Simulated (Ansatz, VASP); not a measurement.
**One calculation of CdS, two programs**

File POSCAR:

```
CdS
1.0
    4.1645590945      0.0000000000      0.0000000000
   -2.0822795473      3.6066139714      0.0000000000
    0.0000000000      0.0000000000      6.7662377200
Cd S
2 2
Direct
    0.6666666667      0.3333333333      0.5000478141
    0.3333333333      0.6666666667      0.0000478141
    0.6666666667      0.3333333333      0.8769521859
    0.3333333333      0.6666666667      0.3769521859
```

Contents of INCAR.step1:

```
SYSTEM = CdS
PREC     = Accurate       ! precision mode
ENCUT    = 520            ! plane-wave cutoff, eV
ISMEAR   = 0              ! smearing method
SIGMA    = 0.01           ! smearing width, eV
LREAL    = .FALSE.        ! projectors in reciprocal space
LASPH    = .TRUE.         ! aspherical terms in the spheres
NELM     = 100            ! most SCF steps
NBANDS   = 26             ! bands
GGA      = PE             ! functional
ALGO     = Normal         ! electronic algorithm
EDIFF    = 1E-4           ! SCF threshold, eV
LWAVE    = .TRUE.         ! write WAVECAR
LCHARG   = .FALSE.        ! write CHGCAR
```

File INCAR.step2:

```
SYSTEM = CdS
PREC     = Accurate       ! precision mode
ENCUT    = 520            ! plane-wave cutoff, eV
EDIFF    = 1E-6           ! SCF threshold, eV
ISMEAR   = 0              ! smearing method
SIGMA    = 0.01           ! smearing width, eV
LREAL    = .FALSE.        ! projectors in reciprocal space
LASPH    = .TRUE.         ! aspherical terms in the spheres
NELM     = 100            ! most SCF steps
ALGO     = Normal         ! electronic algorithm
ISIF     = 2              ! what is computed and relaxed
LWAVE    = .FALSE.        ! write WAVECAR
LCHARG   = .FALSE.        ! write CHGCAR
METAGGA  = R2SCAN         ! meta-GGA
LMIXTAU  = .TRUE.       
NBANDS   = 26             ! bands
ISTART   = 1
```

Contents of KPOINTS:

```
Automatic mesh
0
G
  12 12 4
  0 0 0
```

Input for Ansatz:

```yaml
crystal:
  lattice:
    - [4.1645590945, 0.0, 0.0]
    - [-2.0822795473, 3.6066139714, 0.0]
    - [0.0, 0.0, 6.76623772]
  atoms:
    - { symbol: Cd, position: [0.6666666667, 0.3333333333, 0.5000478141] }
    - { symbol: Cd, position: [0.3333333333, 0.6666666667, 4.78141e-05] }
    - { symbol: S, position: [0.6666666667, 0.3333333333, 0.8769521859] }
    - { symbol: S, position: [0.3333333333, 0.6666666667, 0.3769521859] }
kpoints:
  mp_grid: { grid: [12, 12, 4] }
  band_path:
    path:
      - [0.0, 0.0, 0.0]
      - [0.5, 0.0, 0.0]
      - [0.3333333333, 0.3333333333, 0.0]
      - [0.0, 0.0, 0.5]
      - [0.5, 0.0, 0.5]
      - [0.3333333333, 0.3333333333, 0.5]
    npoints: 1
hamiltonian:
  xc: r2scan
scf:
  occupations: { method: fixed }
  n_extra_bands: 5
output:
  forces: true
  stress: true
  eigenvalues: true
```

Alike in both runs: task single point; functional r2SCAN; k mesh 12 × 12 × 4; no spin polarisation.

|  | VASP | Ansatz |
| --- | --- | --- |
| version | VASP 6.6.1 | Ansatz 0.2.0 |
| potentials or method | VASP PAW PBE potentials, release 64 (Cd, S) | plane waves, PAW |
| plane-wave cutoff (eV) | 520 | 500 |
| occupations | gaussian, width 0.01 eV | fixed |
| valence electrons in the cell | 36 | 52 |

Ansatz gave:

- gap on the k mesh at the Fermi level (eV): 1.63
- pressure (GPa): 0.0

Question: What did VASP give for the same quantities?

Answer: gap on the k mesh at the Fermi level (eV): 1.63; pressure (GPa): 0.3.

VASP's potentials were made for PBE, not for r2SCAN. VASP's potentials hold 36 valence electrons a cell and Ansatz's 52, so a difference there can come from the potentials and not from the codes.
